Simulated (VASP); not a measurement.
# BaLiF3 in VASP: a series of runs

The runs below take BaLiF3 through single point, with LDA.

All numbers are computed with VASP 6.6.1; they aren't measurements. Logs are shortened: lines on timing, memory, paths and dates and some standing lists are left out, and cuts for length are marked.

## Step 1: The cell of the first run

It takes space group Pm-3m (No. 221, cubic). The conventional cell has a = 3.929 Å, b = 3.929 Å, c = 3.929 Å, α = 90.00°, β = 90.00°, γ = 90.00°. Within 3.7 Å of Ba (site symmetry m-3m) lie 12 F at 2.78 Å and 8 Li at 3.40 Å. Within 2.6 Å of Li (site symmetry m-3m) lie 6 F at 1.96 Å. F (site symmetry 4/mmm) has 2 Li at 1.96 Å within 2.6 Å.

## Step 2: Single point, LDA (strain -0.015 along x and y, -0.015 along z)

File INCAR:

```
SYSTEM = BaLiF3
PREC     = Accurate       ! precision mode
ENCUT    = 520            ! plane-wave cutoff, eV
EDIFF    = 1E-6           ! SCF threshold, eV
ISMEAR   = 0              ! smearing method
SIGMA    = 0.05           ! smearing width, eV
LREAL    = .False.        ! projectors in reciprocal space
LASPH    = .True.         ! aspherical terms in the spheres
NELM     = 80             ! most SCF steps
ALGO     = Normal         ! electronic algorithm
ISIF     = 2              ! what is computed and relaxed
LWAVE    = .False.        ! write WAVECAR
LCHARG   = .True.         ! write CHGCAR
LELF     = .True.         ! ELF
LVHAR    = .True.       
NBANDS   = 25             ! bands
```

File KPOINTS:

```
regular mesh
0
Gamma
  6 6 6
  0 0 0
```

File POSCAR:

```
BaLiF3
1.0
    3.9287529154      0.0000000000      0.0000000000
    0.0000000000      3.9287529154      0.0000000000
    0.0000000000      0.0000000000      3.9287529154
Ba Li F
1 1 3
Direct
    0.0000000000      0.0000000000      0.0000000000
    0.5000000000      0.5000000000      0.5000000000
    0.0000000000      0.5000000000      0.5000000000
    0.5000000000      0.5000000000      0.0000000000
    0.5000000000      0.0000000000      0.5000000000
```

Potentials or basis: VASP PAW LDA potentials, release 64 (Ba_sv, Li_sv, F).

Started as:

```bash
cat potpaw_LDA.64/Ba_sv/POTCAR potpaw_LDA.64/Li_sv/POTCAR potpaw_LDA.64/F/POTCAR > POTCAR
mpirun -np 1 vasp_std > vasp.out
```

OUTCAR:

```text
SYSTEM = BaLiF3
   PREC = Accurate
   ENCUT = 520
   EDIFF = 1E-6
   ISMEAR = 0
   LREAL = .False.
   LASPH = .True.
   NELM = 80
   ISIF = 2

 ion  position               nearest neighbor table
   1  0.000  0.000  0.000-   3 2.78   4 2.78   5 2.78   3 2.78   5 2.78   3 2.78   4 2.78   3 2.78
                             4 2.78   5 2.78   5 2.78   4 2.78   2 3.40   2 3.40   2 3.40   2 3.40
   2  0.500  0.500  0.500-   3 1.96   4 1.96   5 1.96   4 1.96   5 1.96   3 1.96   1 3.40   1 3.40
                             1 3.40   1 3.40   1 3.40   1 3.40   1 3.40   1 3.40
   3  0.000  0.500  0.500-   2 1.96   2 1.96   1 2.78   1 2.78   1 2.78   1 2.78
   4  0.500  0.500  0.000-   2 1.96   2 1.96   1 2.78   1 2.78   1 2.78   1 2.78
   5  0.500  0.000  0.500-   2 1.96   2 1.96   1 2.78   1 2.78   1 2.78   1 2.78

  LATTYP: Found a simple cubic cell.
 ALAT       =     3.9287529154

  Lattice vectors:

 A1 = (   3.9287529154,   0.0000000000,   0.0000000000)
 A2 = (   0.0000000000,   3.9287529154,   0.0000000000)
 A3 = (   0.0000000000,   0.0000000000,   3.9287529154)

Analysis of symmetry for initial positions (statically):
=====================================================================
 Subroutine PRICEL returns:
 Original cell was already a primitive cell.

 Routine SETGRP: Setting up the symmetry group for a
 simple cubic supercell.

 Subroutine GETGRP returns: Found 48 space group operations
 (whereof 48 operations were pure point group operations)
 out of a pool of 48 trial point group operations.

The static configuration has the point symmetry O_h .

Analysis of symmetry for dynamics (positions and initial velocities):
=====================================================================
 Subroutine PRICEL returns:
 Original cell was already a primitive cell.

 Routine SETGRP: Setting up the symmetry group for a
 simple cubic supercell.

 Subroutine GETGRP returns: Found 48 space group operations
 (whereof 48 operations were pure point group operations)
 out of a pool of 48 trial point group operations.

The dynamic configuration has the point symmetry O_h .

 Subroutine INISYM returns: Found 48 space group operations
 (whereof 48 operations are pure point group operations),
 and found     1 'primitive' translations

----------------------------------------------------------------------------------------

                                     Primitive cell

  volume of cell :      60.6407

  direct lattice vectors                    reciprocal lattice vectors
     3.928752915  0.000000000  0.000000000     0.254533696  0.000000000  0.000000000
     0.000000000  3.928752915  0.000000000     0.000000000  0.254533696  0.000000000
     0.000000000  0.000000000  3.928752915     0.000000000  0.000000000  0.254533696

  length of vectors
     3.928752915  3.928752915  3.928752915     0.254533696  0.254533696  0.254533696

  position of ions in fractional coordinates (direct lattice)
     0.000000000  0.000000000  0.000000000
     0.500000000  0.500000000  0.500000000
     0.000000000  0.500000000  0.500000000
     0.500000000  0.500000000  0.000000000
     0.500000000  0.000000000  0.500000000

  ion indices of the primitive-cell ions
   primitive index   ion index
                 1           1
                 2           2
                 3           3
                 4           4
                 5           5

----------------------------------------------------------------------------------------

 KPOINTS: regular mesh

Automatic generation of k-mesh.
 Grid dimensions read from file:
 generate k-points for:    6    6    6

 Generating k-lattice:

  Cartesian coordinates                     Fractional coordinates (reciprocal lattice)
     0.042422283  0.000000000  0.000000000     0.166666667  0.000000000  0.000000000
     0.000000000  0.042422283  0.000000000     0.000000000  0.166666667  0.000000000
     0.000000000  0.000000000  0.042422283     0.000000000  0.000000000  0.166666667

  Length of vectors
     0.042422283  0.042422283  0.042422283

  Shift w.r.t. Gamma in fractional coordinates (k-lattice)
     0.000000000  0.000000000  0.000000000

 Subroutine IBZKPT returns following result:
 ===========================================

 Found     20 irreducible k-points:

 Following reciprocal coordinates:
            Coordinates               Weight
  0.000000  0.000000  0.000000      1.000000
  0.166667  0.000000  0.000000      6.000000
  0.333333  0.000000  0.000000      6.000000
  0.500000  0.000000  0.000000      3.000000
  0.166667  0.166667  0.000000     12.000000
  0.333333  0.166667  0.000000     24.000000
[... 12 lines left out ...]
  0.500000  0.500000  0.333333      6.000000
  0.500000  0.500000  0.500000      1.000000
   k-points           NKPTS =     20   k-points in BZ     NKDIM =     20   number of bands    NBANDS=     25
   number of dos      NEDOS =    301   number of ions     NIONS =      5
   total plane-waves  NPLWV =  27000
   dimension x,y,z NGX =    30 NGY =   30 NGZ =   30
   dimension x,y,z NGXF=    60 NGYF=   60 NGZF=   60
   ions per type =               1   1   3
   NGX,Y,Z   is equivalent  to a cutoff of  12.69, 12.69, 12.69 a.u.
   NGXF,Y,Z  is equivalent  to a cutoff of  25.39, 25.39, 25.39 a.u.
 SYSTEM =  BaLiF3
   PREC   = accura    normal or accurate (medium, high low for compatibility)
   ISTART =      0    job   : 0-new  1-cont  2-samecut
   ICHARG =      2    charge: 1-file 2-atom 10-const
   ISPIN  =      1    spin polarized calculation?
   LNONCOLLINEAR =      F non collinear calculations
   LSORBIT =      F    spin-orbit coupling
   LASPH  =      T    aspherical Exc in radial PAW
   ENCUT  =  520.0 eV  38.22 Ry    6.18 a.u.   7.30  7.30  7.30*2*pi/ulx,y,z
   NELM   =     80;   NELMIN=  2; NELMDL= -5     # of ELM steps
   EDIFF  = 0.1E-05   stopping-criterion for ELM
   LREAL  =      F    real-space projection
   EDIFFG = 0.1E-04   stopping-criterion for IOM
   NSW    =      0    number of steps for IOM
   IBRION =     -1    ionic relax: 0-MD 1-quasi-New 2-CG
   NFREE  =      0    steps in history (QN), initial steepest desc. (CG)
   ISIF   =      2    stress and relaxation
   ISYM   =      2    0-nonsym 1-usesym 2-fastsym
   POTIM  = 0.5000    time-step for ionic-motion
   TEBEG  =    0.0;   TEEND  =   0.0 temperature during run
   PSTRESS=    0.0 pullay stress
   NELECT =      34.0000    total number of electrons
   NUPDOWN=      -1.0000    fix difference up-down
   EMIN   =  10.00;   EMAX   =-10.00  energy-range for DOS
   EFERMI =   0.00;   METHOD = LEGACY
   ISMEAR =     0;   SIGMA  =   0.05  broadening in eV -4-tet -1-fermi 0-gaus
   EFERMI_NEDOS =   21; number of points for ismear=-14 and -15
   IALGO  =     38    algorithm
   IMIX   =      4    mixing-type and parameters
     AMIX     =   0.40;   BMIX     =  1.00
     AMIX_MAG =   1.60;   BMIX_MAG =  1.00
  volume/ion in A,a.u.               =      12.13        81.84
  Fermi-wavevector in a.u.,A,eV,Ry     =   1.349936  2.551009 24.794256  1.822326
  Thomas-Fermi vector in A             =   2.477482
   LORBIT       =      0    0 simple, 1 ext, 2 COOP (PROOUT), +10 PAW based schemes
   GGA     = CA    functional components
   LHFCALC =     F    Hartree Fock is set to
   AEXX    =    0.0000 exact exchange contribution
   IVDW    =     0    specifies the selected vdW correction
   LEPSILON=     F    determine dielectric tensor
   LRPA    =     F    only Hartree local field effects (RPA)
 non-spin polarized calculation
 Gauss-broadening in eV      SIGMA  =   0.05
  energy-cutoff  :      520.00
  volume of cell :       60.64
 maximum number of plane-waves:      1659
 NGX is ok and might be reduce to    30
   NGX = 15   NGY = 15   NGZ = 15

 number of electron      33.9999968 magnetization

 Free energy of the ion-electron system (eV)
  ---------------------------------------------------
  ext. energy  EPLUGINS =         0.00000000
  ---------------------------------------------------
  free energy    TOTEN  =       -29.27664225 eV

  energy without entropy =      -29.27664225  energy(sigma->0) =      -29.27664225

 E-fermi :  -0.2785     XC(G=0): -10.9640

 val. band max:       -0.5789956637   @ k =   0.0000   0.0000   0.0000
 cond. band min:       5.9540821209   @ k =   0.0000   0.0000   0.0000
 fundamental gap:      6.5330777845
 Fermi energy:        -0.2784819018

 k-point     1 :       0.0000    0.0000    0.0000
  band No.  band energies     occupation
      1     -40.1473      2.00000
      2     -23.8979      2.00000
      3     -19.8660      2.00000
      4     -19.4822      2.00000
      5     -19.4822      2.00000
      6      -8.9100      2.00000
[... 17 lines left out ...]
     24      16.4093      0.00000
     25      16.4093      0.00000

 k-point     2 :       0.1667    0.0000    0.0000
  band No.  band energies     occupation
      1     -40.1468      2.00000
      2     -23.8493      2.00000
      3     -19.9060      2.00000
      4     -19.5415      2.00000
      5     -19.4780      2.00000
      6      -8.8808      2.00000
[... 17 lines left out ...]
     24      15.6578      0.00000
     25      16.5987      0.00000

 k-point     3 :       0.3333    0.0000    0.0000
  band No.  band energies     occupation
      1     -40.1456      2.00000
      2     -23.7463      2.00000
      3     -20.0194      2.00000
      4     -19.6299      2.00000
      5     -19.4687      2.00000
      6      -8.8242      2.00000
[... 440 lines left out ...]
 k-point    19 :       0.5000    0.5000    0.3333
  band No.  band energies     occupation
      1     -40.1414      2.00000
      2     -23.4869      2.00000
      3     -19.7911      2.00000
      4     -19.7911      2.00000
      5     -19.7675      2.00000
      6      -9.5259      2.00000
[... 17 lines left out ...]
     24      15.0766      0.00000
     25      15.0967      0.00000

 k-point    20 :       0.5000    0.5000    0.5000
  band No.  band energies     occupation
      1     -40.1409      2.00000
      2     -23.4670      2.00000
      3     -19.7771      2.00000
      4     -19.7771      2.00000
      5     -19.7771      2.00000
      6      -9.6312      2.00000
[... 17 lines left out ...]
     24      15.6680      0.00000
     25      15.9793      0.00000

------------------------ aborting loop because EDIFF is reached ----------------------------------------

  FORCE on cell =-STRESS in cart. coord.  units (eV):
  Direction    XX          YY          ZZ          XY          YZ          ZX
  --------------------------------------------------------------------------------------
  -------------------------------------------------------------------------------------
  Total       -0.5948047     -0.5948047     -0.5948047      0.0000000     -0.0000000      0.0000000
  in kB      -15.7152338    -15.7152338    -15.7152338      0.0000000     -0.0000000      0.0000000
  external PRESSURE =     -15.7152338 kB  Pullay stress =       0.0000000 kB

 VOLUME and BASIS-vectors are now :
 -----------------------------------------------------------------------------
  energy-cutoff  :      520.00
  volume of cell :       60.64
      direct lattice vectors                 reciprocal lattice vectors
     3.928752915  0.000000000  0.000000000     0.254533696  0.000000000  0.000000000
     0.000000000  3.928752915  0.000000000     0.000000000  0.254533696  0.000000000
     0.000000000  0.000000000  3.928752915     0.000000000  0.000000000  0.254533696

 POSITION                                       TOTAL-FORCE (eV/Angst)
 -----------------------------------------------------------------------------------
      0.00000      0.00000      0.00000         0.000000      0.000000      0.000000
      1.96438      1.96438      1.96438         0.000000      0.000000      0.000000
      0.00000      1.96438      1.96438         0.000000      0.000000      0.000000
      1.96438      1.96438      0.00000         0.000000      0.000000      0.000000
      1.96438      0.00000      1.96438         0.000000      0.000000      0.000000
 -----------------------------------------------------------------------------------
    total drift:                                0.000000      0.000000     -0.000000

  FREE ENERGIE OF THE ION-ELECTRON SYSTEM (eV)
  ---------------------------------------------------
  free  energy   TOTEN  =       -29.2766422451 eV

  energy  without entropy=      -29.2766422451  energy(sigma->0) =      -29.27664225
```

Wall time 54 s (1 thread of AMD EPYC 7R43 (Zen 3), shared host); peak memory 0.12 GiB.

What came out:

* Free energy: -29.2766 eV
* Band gap on the k mesh: 6.53 eV

Caveat: the cell differs from its parent crystal (strain -0.015 along x and y, -0.015 along z); the cutoff is under 1.25 times the usual one of these potentials, so pressure, stress and relaxed cells hold a basis-set (Pulay) error; spin-orbit coupling is left out, which moves the levels of the heavy elements. A k mesh can miss the band edges.

## Step 3: Single point, LDA (strain +0.015 along x and y, +0.015 along z)

File INCAR:

```
SYSTEM = BaLiF3
PREC = Accurate ; ENCUT = 520
EDIFF = 1E-6 ; ISMEAR = 0
SIGMA = 0.05 ; LREAL = .False.
LASPH = .True. ; NELM = 100
ALGO = Normal ; ISIF = 2
LWAVE = .False. ; LCHARG = .False.
NBANDS = 25
```

KPOINTS is that of step 2.

Changes to POSCAR since step 2:

```diff
@@ -2,5 +2,5 @@
 1.0
-    3.9287529154      0.0000000000      0.0000000000
-    0.0000000000      3.9287529154      0.0000000000
-    0.0000000000      0.0000000000      3.9287529154
+    4.0484103646      0.0000000000      0.0000000000
+    0.0000000000      4.0484103646      0.0000000000
+    0.0000000000      0.0000000000      4.0484103646
 Ba Li F
```

Potentials or basis: VASP PAW LDA potentials, release 64 (Ba_sv, Li_sv, F).

Started as:

```bash
cat potpaw_LDA.64/Ba_sv/POTCAR potpaw_LDA.64/Li_sv/POTCAR potpaw_LDA.64/F/POTCAR > POTCAR
mpirun -np 1 vasp_std > vasp.out
```

Run time: 49 s. Hardware: 1 thread of AMD EPYC 7R43 (Zen 3), shared host; peak memory 0.13 GiB.

Results (log left out):

- Free energy: -29.1110 eV
- Band gap on the k mesh: 6.41 eV

Levels at points of the mesh, in eV from the valence-band top:
```csv
k point,band 15,band 16,band 17,band 18,band 19,band 20
"(0.00, 0.00, 0.00)",0.00,0.00,0.00,6.41,6.41,7.48
"(0.50, 0.00, 0.00)",-0.73,-0.42,-0.42,7.79,8.20,9.99
"(0.50, 0.50, 0.00)",-0.61,-0.18,-0.15,8.51,8.84,10.42
"(0.50, 0.50, 0.50)",-0.11,-0.11,-0.11,7.72,7.72,7.72
```

Caveat: the cell differs from its parent crystal (strain +0.015 along x and y, +0.015 along z); the cutoff is under 1.25 times the usual one of these potentials, so pressure, stress and relaxed cells hold a basis-set (Pulay) error; spin-orbit coupling is left out, which moves the levels of the heavy elements. A k mesh can miss the band edges.

## Step 4: Single point, LDA (strain +0.030 along x and y, +0.030 along z)

File INCAR:

```
PREC = Accurate
ENCUT = 520
EDIFF = 1E-6
ISMEAR = 0
SIGMA = 0.05
LREAL = False
LASPH = True
NELM = 80
ALGO = Normal
ISIF = 2
LWAVE = False
LCHARG = False
GGA = CA
NBANDS = 25
```

File KPOINTS:

```
Automatic mesh
0
Gamma
  6 6 6
```

Changes to POSCAR since step 3:

```diff
@@ -2,5 +2,5 @@
 1.0
-    4.0484103646      0.0000000000      0.0000000000
-    0.0000000000      4.0484103646      0.0000000000
-    0.0000000000      0.0000000000      4.0484103646
+    4.1082390892      0.0000000000      0.0000000000
+    0.0000000000      4.1082390892      0.0000000000
+    0.0000000000      0.0000000000      4.1082390892
 Ba Li F
```

Started as:

```bash
cat potpaw_LDA.64/Ba_sv/POTCAR potpaw_LDA.64/Li_sv/POTCAR potpaw_LDA.64/F/POTCAR > POTCAR
mpirun -np 1 vasp_std > vasp.out
```

It took 49 s on 1 thread of AMD EPYC 7R43 (Zen 3), shared host; peak memory 0.14 GiB.

The run converged. Its results:

| Property | Result |
| --- | --- |
| Free energy | -28.9515 eV |
| Band gap on the k mesh | 6.33 eV |

Levels at points of the mesh, in eV from the valence-band top:
| k point | band 14 | band 15 | band 16 | band 17 | band 18 | band 19 | band 20 | band 21 |
| --- | --- | --- | --- | --- | --- | --- | --- | --- |
| (0.00, 0.00, 0.00) | -0.68 | 0.00 | 0.00 | 0.00 | 6.33 | 6.33 | 7.11 | 9.37 |
| (0.50, 0.00, 0.00) | -0.69 | -0.69 | -0.38 | -0.38 | 7.63 | 7.94 | 9.74 | 10.08 |
| (0.50, 0.50, 0.00) | -0.60 | -0.60 | -0.16 | -0.13 | 8.27 | 8.61 | 10.12 | 10.12 |
| (0.50, 0.50, 0.50) | -0.15 | -0.08 | -0.08 | -0.08 | 7.54 | 7.54 | 7.54 | 11.24 |

Caveat: the cell differs from its parent crystal (strain +0.030 along x and y, +0.030 along z); the cutoff is under 1.25 times the usual one of these potentials, so pressure, stress and relaxed cells hold a basis-set (Pulay) error; spin-orbit coupling is left out, which moves the levels of the heavy elements. A k mesh can miss the band edges.

## Step 5: Single point, LDA (strain -0.030 along x and y, -0.015 along z)

File INCAR:

```
SYSTEM = BaLiF3
PREC = Accurate
ENCUT = 520
EDIFF = 1E-6
ISMEAR = 0
SIGMA = 0.05
LREAL = .FALSE.
LASPH = .TRUE.
NELM = 60
ALGO = Normal
ISIF = 2
LWAVE = .FALSE.
LCHARG = .FALSE.
NBANDS = 25
```

File KPOINTS:

```
regular mesh
0
G
  6 6 6
  0 0 0
```

Changes to POSCAR since step 4:

```diff
@@ -2,5 +2,5 @@
 1.0
-    4.1082390892      0.0000000000      0.0000000000
-    0.0000000000      4.1082390892      0.0000000000
-    0.0000000000      0.0000000000      4.1082390892
+    3.8689241908      0.0000000000      0.0000000000
+    0.0000000000      3.8689241908      0.0000000000
+    0.0000000000      0.0000000000      3.9287529154
 Ba Li F
```

Started as:

```bash
cat potpaw_LDA.64/Ba_sv/POTCAR potpaw_LDA.64/Li_sv/POTCAR potpaw_LDA.64/F/POTCAR > POTCAR
mpirun -np 1 vasp_std > vasp.out
```

It took 1.9 min on 1 thread of AMD EPYC 7R43 (Zen 3), shared host; peak memory 0.15 GiB.

The run converged. Its results:

| Item | Value |
| --- | --- |
| Free energy | -29.2722 eV |
| Band gap on the k mesh | 6.48 eV |

Levels at points of the mesh, in eV from the valence-band top:
```tsv
k point	band 13	band 14	band 15	band 16	band 17	band 18	band 19	band 20	band 21	band 22
(0.00, 0.00, 0.00)	-1.00	-0.97	0.00	0.00	0.00	6.48	6.65	8.60	10.08	10.08
(0.50, 0.00, 0.00)	-1.20	-0.84	-0.84	-0.64	-0.58	8.27	8.95	10.61	11.15	11.32
(0.50, 0.50, 0.00)	-1.62	-0.63	-0.63	-0.25	-0.19	9.19	9.60	11.16	11.16	13.13
(0.00, 0.00, 0.50)	-1.25	-0.88	-0.88	-0.54	-0.54	8.07	8.85	10.67	11.25	11.25
(0.50, 0.00, 0.50)	-1.56	-0.63	-0.61	-0.31	-0.30	9.18	9.39	11.28	11.32	13.04
(0.50, 0.50, 0.50)	-0.31	-0.24	-0.24	-0.24	-0.14	8.20	8.20	8.20	12.46	12.65
```

Caveat: the cell differs from its parent crystal (strain -0.030 along x and y, -0.015 along z); the cutoff is under 1.25 times the usual one of these potentials, so pressure, stress and relaxed cells hold a basis-set (Pulay) error; spin-orbit coupling is left out, which moves the levels of the heavy elements. A k mesh can miss the band edges.

## Step 6: The runs side by side

| cell | gap on the mesh (eV) |
| --- | --- |
| a = 3.929 Å, 5 atoms | 6.53 |
| a = 4.048 Å, 5 atoms | 6.41 |
| a = 4.108 Å, 5 atoms | 6.33 |
| a = 3.869, b = 3.869, c = 3.929 Å, 5 atoms | 6.48 |

Alike in all rows: task single point; level LDA; potentials or basis VASP PAW LDA potentials, release 64 (Ba_sv, Li_sv, F); no spin polarisation; k mesh 6 × 6 × 6; cutoff (eV) 520; smearing gaussian 0.05 eV.

Caveats: the cutoff is under 1.25 times the usual one of these potentials, so pressure, stress and relaxed cells hold a basis-set (Pulay) error; spin-orbit coupling is left out, which moves the levels of the heavy elements.

Absolute energies hang on the potentials; compare differences alone.
